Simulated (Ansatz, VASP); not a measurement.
## One calculation of CoMo, two programs

```
CELL_PARAMETERS angstrom
2.60192 0.00000 0.00000
-1.30096 2.25333 0.00000
0.00000 0.00000 4.03924
ATOMIC_POSITIONS crystal
Co 0.66667 0.33333 0.50000
Mo 0.33333 0.66667 0.00000
```

Change from the starting cell: volume scaled by 0.9, no spin polarisation, PAW files.

Alike in both runs: task single point; functional LDA; k mesh 14 × 14 × 8; occupations fermi-dirac, width 0.05 eV; no spin polarisation.

```csv
,VASP,Ansatz
version,VASP 6.6.1,Ansatz 0.2.0
potentials or method,"VASP PAW LDA potentials, release 64 (Co, Mo_sv)","PAW with Ansatz's default frozen-core files, scalar-relativistic"
plane-wave cutoff (eV),520,420
valence electrons in the cell,23,31
```

Ansatz gave:

* pressure (GPa): 16.2
* traceless stress, the component that is largest in VASP (GPa): 0.54

Q: What did VASP give for the same quantities?

A: Pressure (GPa): 16.9; traceless stress, the component that is largest in VASP (GPa): -0.09.

LDA's correlation is that of Perdew and Zunger in VASP and of Perdew and Wang (1992) in Ansatz. VASP's potentials hold 23 valence electrons a cell and Ansatz's 31, so a difference there can come from the potentials and not from the codes.
